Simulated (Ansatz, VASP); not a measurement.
# Mg5Se: VASP beside Ansatz

```
Mg Se
1.0
    -4.56095    4.56095    2.41818
     4.56095   -4.56095    2.41818
     4.56095    4.56095   -2.41818
Mg Se
5 1
Direct
  0.50000 0.83157 0.33157
  0.50000 0.16843 0.66843
  0.83157 0.50000 0.33157
  0.16843 0.50000 0.66843
  0.50000 0.50000 0.00000
  0.00000 0.00000 0.00000
```

Alike in both runs: functional PBE; k mesh 4 × 4 × 4; occupations gaussian, width 0.1 eV; no spin polarisation.

Ansatz relaxed the structure, and its values are those at the end. VASP's run is a single point on that final structure, the one shown.

|  | VASP | Ansatz |
| --- | --- | --- |
| version | VASP 6.6.1 | Ansatz 0.2.0 |
| potentials or method | VASP PAW PBE potentials, release 64 (Mg, Se), cutoff 520 eV | scalar-relativistic, plane waves, PAW |
| valence electrons in the cell | 16 | 66 |

```csv
,VASP,Ansatz,Ansatz less VASP
gap on the k mesh at the Fermi level (eV),none,none,-
pressure (GPa),0.0,0.0,+0.03
rms of the force components (eV/Å),0.007,0.006,-0.0014
```

A gap of «none» marks a metal or a gap that the smearing closes. VASP's potentials hold 16 valence electrons a cell and Ansatz's 66, so a difference there can come from the potentials and not from the codes.

The k mesh is coarse, so the values compare programs but aren't converged.
